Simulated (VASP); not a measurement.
Set up this calculation in VASP 6.6.1, as the native input.

| Item | Value |
| --- | --- |
| Task | single point |
| Functional | PBE |
| Potentials or basis | VASP PAW PBE potentials, release 64 (Pd) |
| Cutoff | 520 eV |
| k mesh | 9 × 8 × 9 |
| Occupations | gaussian, width 0.1 eV |
| Spin | no spin polarisation |
| Dipole correction | no |
| Further INCAR settings | ALGO = Normal; EDIFF = 1e-06; NBANDS = 11 |

The structure of Pd lies in POSCAR:

```
Pd
1.0
   -1.5991770000      1.5491200000      1.6284520000
    1.6029660000     -1.5085400000      1.5916620000
    1.5779050000      1.4872690000     -1.5878730000
Pd
1
Direct
    0.0129120000     -0.0010450000     -0.0121700000
```

One way to write it, as run:

INCAR

```
SYSTEM = Pd
PREC = Accurate ; ENCUT = 520
EDIFF = 1E-6 ; ISMEAR = 0
SIGMA = 0.1 ; LREAL = .FALSE.
LASPH = .TRUE. ; NELM = 80
ALGO = Normal ; ISIF = 2
LWAVE = .FALSE. ; LCHARG = .FALSE.
GGA = PE ; NBANDS = 11
```

KPOINTS

```
Automatic mesh
0
G
  9 8 9
  0 0 0
```

Potentials or basis: VASP PAW PBE potentials, release 64 (Pd).

The run is started by

```sh
$ cat potpaw_PBE.64/Pd/POTCAR > POTCAR
$ mpirun -np 1 vasp_std > vasp.out
```

It gave:

```
Pressure               : -1.3 GPa
Band gap on the k mesh : zero (bands 5 and 6 overlap by 1.40 eV)
```

Run time: 36 s on 1 thread of Intel Xeon 8259CL (shared host), peak memory 0.18 GiB.
